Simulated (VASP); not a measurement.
# Be3I2 (R-3m) in VASP: notebook, part 2 of 2

VASP 6.6.1. The steps go on from the part before.

### 4 Relaxation of cell and atoms, PBE

File INCAR:

```
PREC     = Accurate       # precision mode
ENCUT    = 600            # plane-wave cutoff, eV
EDIFF    = 1E-6           # SCF threshold, eV
ISMEAR   = 0              # smearing method
SIGMA    = 0.1            # smearing width, eV
LREAL    = F              # projectors in reciprocal space
LASPH    = T              # aspherical terms in the spheres
NELM     = 60             # most SCF steps
ALGO     = Normal         # electronic algorithm
ISIF     = 3              # what is computed and relaxed
LWAVE    = F              # write WAVECAR
LCHARG   = F              # write CHGCAR
GGA      = PE             # functional
IBRION   = 2              # ionic algorithm
NSW      = 90             # ionic steps
EDIFFG   = -0.04          # ionic threshold
```

File KPOINTS:

```
Automatic mesh
0
Gamma
  6 6 6
```

File POSCAR:

```
Be3I2
1.0
    1.8950551160      1.0941105813      8.7845417400
   -1.8950551160      1.0941105813      8.7845417400
    0.0000000000     -2.1882211627      8.7845417400
Be I
3 2
Direct
    0.0000000000      0.0000000000      0.0000000000
    0.2095000000      0.2095000000      0.2095000000
    0.7905000000      0.7905000000      0.7905000000
    0.4000000000      0.4000000000      0.4000000000
    0.6000000000      0.6000000000      0.6000000000
```

Potentials or basis: VASP PAW PBE potentials, release 64 (Be, I).

The run is started by

```
$ cat potpaw_PBE.64/Be/POTCAR potpaw_PBE.64/I/POTCAR > POTCAR
$ mpirun -np 1 vasp_std > vasp.out
```

OUTCAR:

```text
PREC = Accurate
   ENCUT = 600
   EDIFF = 1E-6
   ISMEAR = 0
   LREAL = F
   LASPH = T
   NELM = 60
   ISIF = 3
   GGA = PE
   IBRION = 2
   NSW = 90
   EDIFFG = -0.04

 ion  position               nearest neighbor table
   1  0.000  0.000  0.000-   5 2.81   4 2.81   5 2.81   5 2.81   4 2.81   4 2.81
   2  0.209  0.209  0.209-   5 2.66   5 2.66   5 2.66
   3  0.791  0.791  0.791-   4 2.66   4 2.66   4 2.66
   4  0.400  0.400  0.400-   3 2.66   3 2.66   3 2.66   1 2.81   1 2.81   1 2.81
   5  0.600  0.600  0.600-   2 2.66   2 2.66   2 2.66   1 2.81   1 2.81   1 2.81

  LATTYP: Found a trigonal (rhomboedric) cell.
 ALAT       =     9.0529821296
 COS(alpha) =     0.9123624232

  Lattice vectors:

 A1 = (   1.8950551160,   1.0941105813,   8.7845417400)
 A2 = (  -1.8950551160,   1.0941105813,   8.7845417400)
 A3 = (   0.0000000000,  -2.1882211627,   8.7845417400)

Analysis of symmetry for initial positions (statically):
=====================================================================
 Subroutine PRICEL returns:
 Original cell was already a primitive cell.

 Routine SETGRP: Setting up the symmetry group for a
 trigonal (rhombohedral) supercell.

 Subroutine GETGRP returns: Found 12 space group operations
 (whereof 12 operations were pure point group operations)
 out of a pool of 12 trial point group operations.

The static configuration has the point symmetry D_3d.

Analysis of symmetry for dynamics (positions and initial velocities):
=====================================================================
 Subroutine PRICEL returns:
 Original cell was already a primitive cell.

 Routine SETGRP: Setting up the symmetry group for a
 trigonal (rhombohedral) supercell.

 Subroutine GETGRP returns: Found 12 space group operations
 (whereof 12 operations were pure point group operations)
 out of a pool of 12 trial point group operations.

The dynamic configuration has the point symmetry D_3d.
[... 122 lines left out ...]
   IALGO  =     38    algorithm
   IMIX   =      4    mixing-type and parameters
     AMIX     =   0.40;   BMIX     =  1.00
     AMIX_MAG =   1.60;   BMIX_MAG =  1.00
  volume/ion in A,a.u.               =      21.86       147.50
  Fermi-wavevector in a.u.,A,eV,Ry     =   0.929466  1.756437 11.754179  0.863908
  Thomas-Fermi vector in A             =   2.055752
   LORBIT       =      0    0 simple, 1 ext, 2 COOP (PROOUT), +10 PAW based schemes
   GGA     = PE    functional components
   LHFCALC =     F    Hartree Fock is set to
   AEXX    =    0.0000 exact exchange contribution
   IVDW    =     0    specifies the selected vdW correction
   LEPSILON=     F    determine dielectric tensor
   LRPA    =     F    only Hartree local field effects (RPA)
 conjugate gradient relaxation of ions
 non-spin polarized calculation
 Gauss-broadening in eV      SIGMA  =   0.10
  energy-cutoff  :      600.00
  volume of cell :      109.28
 maximum number of plane-waves:      3674
   NGX = 37   NGY = 37   NGZ = 37

--------------------------------------- Ionic step        1  -------------------------------------------

 number of electron      20.0000000 magnetization

 Free energy of the ion-electron system (eV)
  ---------------------------------------------------
  ext. energy  EPLUGINS =         0.00000000
  ---------------------------------------------------
  free energy    TOTEN  =        -9.44992623 eV

  energy without entropy =       -9.43591605  energy(sigma->0) =       -9.44292114

------------------------ aborting loop because EDIFF is reached ----------------------------------------

  FORCE on cell =-STRESS in cart. coord.  units (eV):
  Direction    XX          YY          ZZ          XY          YZ          ZX
  --------------------------------------------------------------------------------------
  -------------------------------------------------------------------------------------
  Total       -0.8307134     -0.8307134     -2.4071154      0.0000000      0.0000000     -0.0000000
  in kB      -12.1789091    -12.1789091    -35.2901953      0.0000000      0.0000000     -0.0000000
  external PRESSURE =     -19.8826712 kB  Pullay stress =       0.0000000 kB
[... 923 lines left out ...]
      3      -1.2742      2.00000
      4      -0.7390      2.00000
      5       0.4767      2.00000
      6       0.9420      2.00000
      7       1.5672      2.00000
      8       1.9614      2.00000
      9       2.7869      2.00000
     10       4.1741      2.00000
     11       5.4688      0.85681
     12       6.2325      0.00000
     13       8.1771      0.00000
     14       8.4510      0.00000

 [... further k-points ...]

[... ionic steps 4 to 23 ...]

--------------------------------------- Ionic step       24  -------------------------------------------

 number of electron      20.0000001 magnetization

------------------------ aborting loop because EDIFF is reached ----------------------------------------
[... 73 lines left out ...]
--------------------------------------- Ionic step       26  -------------------------------------------

 number of electron      20.0000001 magnetization

 Free energy of the ion-electron system (eV)
  ---------------------------------------------------
  ext. energy  EPLUGINS =         0.00000000
  ---------------------------------------------------
  free energy    TOTEN  =       -10.99804768 eV

  energy without entropy =      -10.98002786  energy(sigma->0) =      -10.98903777

 E-fermi :   4.7864     XC(G=0):  -8.6783

 val. band max:        4.7637567904   @ k =  -0.3333   0.3333   0.1667
 cond. band min:       4.8452700468   @ k =   0.5000   0.5000   0.0000
 fundamental gap:      0.0815132564
 Fermi energy:         4.7864101846
[... 440 lines left out ...]
  FREE ENERGIE OF THE ION-ELECTRON SYSTEM (eV)
  ---------------------------------------------------
  free  energy   TOTEN  =       -10.9980476822 eV

  energy  without entropy=      -10.9800278619  energy(sigma->0) =      -10.98903777

 reached required accuracy - stopping structural energy minimisation
```

OSZICAR:

```text
N       E                     dE             d eps       ncg     rms          rms(c)
DAV:   1     0.908747394112E+02    0.90875E+02   -0.85195E+03   896   0.131E+03
DAV:   2    -0.141686347968E+01   -0.92292E+02   -0.89238E+02  1230   0.178E+02
DAV:   3    -0.951823139023E+01   -0.81014E+01   -0.79480E+01  1238   0.630E+01
[... 257 lines left out ...]
DAV:   2    -0.109981987405E+02    0.26923E-03   -0.26692E-03  1106   0.339E-01    0.779E-02
DAV:   3    -0.109980751917E+02    0.12355E-03   -0.26594E-04  1082   0.930E-02    0.305E-02
DAV:   4    -0.109980521990E+02    0.22993E-04   -0.44235E-05  1168   0.374E-02    0.360E-02
DAV:   5    -0.109980477258E+02    0.44733E-05   -0.16805E-05  1178   0.226E-02    0.138E-02
DAV:   6    -0.109980476822E+02    0.43579E-07   -0.93965E-07   580   0.697E-03
  26 F= -.10998048E+02 E0= -.10989038E+02  d E =-.571452E-03
```

Wall time 39 min (1 thread of Intel Xeon 6975P-C (Granite Rapids), shared host); peak memory 0.85 GiB.

Results:

```yaml
Free_energy: -10.9980 eV
Relaxed_volume: 23.48 Å³/atom
Relaxed_cell: a = 9.603 Å, b = 9.603 Å, c = 9.603 Å, α = 22.87°, β = 22.87°, γ = 22.87°
Space_group_after_relaxing_to_0.1_Å: R-3m (No. 166)
Energy_gained_by_relaxing: 309.6 meV/atom
Ionic_steps: 26
Pressure_after_relaxing: -0.1 GPa
Largest_force_after_relaxing: 0.033 eV/Å
Band_gap_on_the_k_mesh: zero (bands 10 and 11 overlap by 1.89 eV)
```

Forces in eV/Å, atoms in the order of the input:
```
Be   0.000  0.000  0.000
Be   0.000  0.000  0.021
Be   0.000  0.000 -0.021
I    0.000  0.000  0.033
I    0.000  0.000 -0.033
```

Step by step:
```tsv
step	energy change (eV)	largest force (eV/Å)	pressure (GPa)	volume (Å³)
1	0.0000	1.4178	-1.99	109.28
2	-0.2574	1.4941	-1.41	105.04
3	-0.7950	1.3214	3.10	92.88
4	1.1320	1.9401	30.04	70.99
5	-0.6630	1.4176	5.24	89.95
6	-0.8376	1.1270	4.56	90.59
7	-1.1408	0.3139	3.51	92.54
8	-1.2233	0.4399	3.61	96.51
9	-1.3361	0.5391	0.89	102.30
10	-1.3629	0.6093	-0.95	107.33
11	-1.4215	0.4808	-0.71	107.85
12	-1.4949	0.1576	0.03	108.88
13	-1.5026	0.1305	0.52	109.32
14	-1.5094	0.1604	-0.01	111.56
15	-1.5108	0.1820	-0.40	113.35
16	-1.5161	0.1755	-0.36	113.96
17	-1.5285	0.1523	-0.19	115.82
18	-1.5324	0.2524	0.10	119.57
19	-1.5348	0.1667	0.00	118.05
20	-1.5409	0.0677	-0.13	118.88
21	-1.5412	0.0568	-0.17	119.12
22	-1.5443	0.0456	0.00	118.42
23	-1.5457	0.1032	0.22	117.44
24	-1.5474	0.0624	-0.03	117.67
25	-1.5475	0.0472	-0.11	117.76
26	-1.5481	0.0330	-0.08	117.40
```

Final structure:
```xyz
5
Lattice="1.9041 1.0993 9.3475 -1.9041 1.0993 9.3475 0.0000 -2.1987 9.3475" Properties=species:S:1:pos:R:3 pbc="T T T"
Be    0.0000    0.0000    0.0000
Be    0.0000    0.0000    4.6522
Be    0.0000    0.0000   23.3902
I     0.0000    0.0000   10.8790
I     0.0000    0.0000   17.1634
```

Caveat: spin-orbit coupling is left out, which moves the levels of the heavy elements.

### 5 Single point, PBE

This run uses another cell than the first one, of 23.23 Å³/atom.

File INCAR:

```
SYSTEM = Be3I2
PREC = Accurate
ENCUT = 520
EDIFF = 1E-7
ISMEAR = 0
SIGMA = 0.1
LREAL = .FALSE.
LASPH = .TRUE.
NELM = 100
ALGO = Normal
ISIF = 2
LWAVE = .FALSE.
LCHARG = .FALSE.
GGA = PE
NBANDS = 18
```

File KPOINTS:

```
regular mesh
0
G
  12 12 12
  0 0 0
```

File POSCAR:

```
Be3I2
1.0
    1.9027417760      1.0985484766      9.2604537919
   -1.9027417760      1.0985484766      9.2604537919
    0.0000000000     -2.1970969532      9.2604537919
Be I
3 2
Direct
    0.0000000000      0.0000000000      0.0000000000
    0.1667193466      0.1667193466      0.1667193466
    0.8332806534      0.8332806534      0.8332806534
    0.3885235793      0.3885235793      0.3885235793
    0.6114764207      0.6114764207      0.6114764207
```

The run is started by

```
$ cat potpaw_PBE.64/Be/POTCAR potpaw_PBE.64/I/POTCAR > POTCAR
$ mpirun -np 1 vasp_std > vasp.out
```

Wall time 16 min (1 thread of Intel Xeon 6975P-C (Granite Rapids), shared host); peak memory 0.94 GiB.

It converged, with:

```yaml
Free_energy: -11.0566 eV
Pressure: 0.0 GPa
Largest_force: 0.005 eV/Å
Band_gap_on_the_k_mesh: zero (bands 10 and 11 overlap by 1.96 eV)
```

Forces in eV/Å, atoms in the order of the input:
```
Be   0.000  0.000  0.000
Be   0.000  0.000 -0.004
Be   0.000  0.000  0.004
I    0.000  0.000  0.005
I    0.000  0.000 -0.005
```

Levels at points of the mesh, in eV from the Fermi level:
| k point | band 7 | band 8 | band 9 | band 10 | band 11 | band 12 | band 13 | band 14 |
| --- | --- | --- | --- | --- | --- | --- | --- | --- |
| (0.00, 0.00, 0.00) | -2.23 | -2.22 | -2.22 | 0.88 | 2.27 | 2.33 | 2.33 | 2.46 |
| (0.50, 0.00, 0.00) | -3.43 | -2.79 | -2.62 | -2.21 | 0.58 | 0.77 | 1.09 | 2.82 |
| (0.50, 0.50, 0.00) | -3.75 | -2.87 | -2.59 | -1.79 | 0.00 | 0.67 | 1.98 | 2.11 |
| (0.50, 0.50, 0.50) | -2.24 | -2.22 | -2.22 | -0.22 | 2.11 | 2.30 | 2.30 | 2.71 |

Caveat: spin-orbit coupling is left out, which moves the levels of the heavy elements.

### 6 Summary

| task | cell | k mesh | cutoff (eV) | gap on the mesh (eV) | pressure (GPa) | largest force (eV/Å) |
| --- | --- | --- | --- | --- | --- | --- |
| single point | a = 9.053 Å, angles 24.2°, 5 atoms, atomic positions A | 6 × 6 × 6 | 520 | none | -2.0 | 1.42 |
| single point | a = 9.513 Å, angles 23.1°, 5 atoms, atomic positions B | 6 × 6 × 6 | 520 | none | -0.1 | 0.03 |
| relaxation of cell and atoms | relaxed from a = 9.053 Å, angles 24.2°, 5 atoms, atomic positions A | 6 × 6 × 6 | 600 | none | -0.1 | 0.03 |
| single point | a = 9.518 Å, angles 23.1°, 5 atoms, atomic positions C | 12 × 12 × 12 | 520 | none | 0.0 | 0.01 |

Alike in all rows: level PBE; potentials or basis VASP PAW PBE potentials, release 64 (Be, I); no spin polarisation; smearing gaussian 0.1 eV.

Caveats: spin-orbit coupling is left out, which moves the levels of the heavy elements; forces of over 1 eV/Å act on the atoms, so gaps and moduli don't describe the material at rest (at least some runs).

Absolute energies hang on the potentials; compare differences alone.
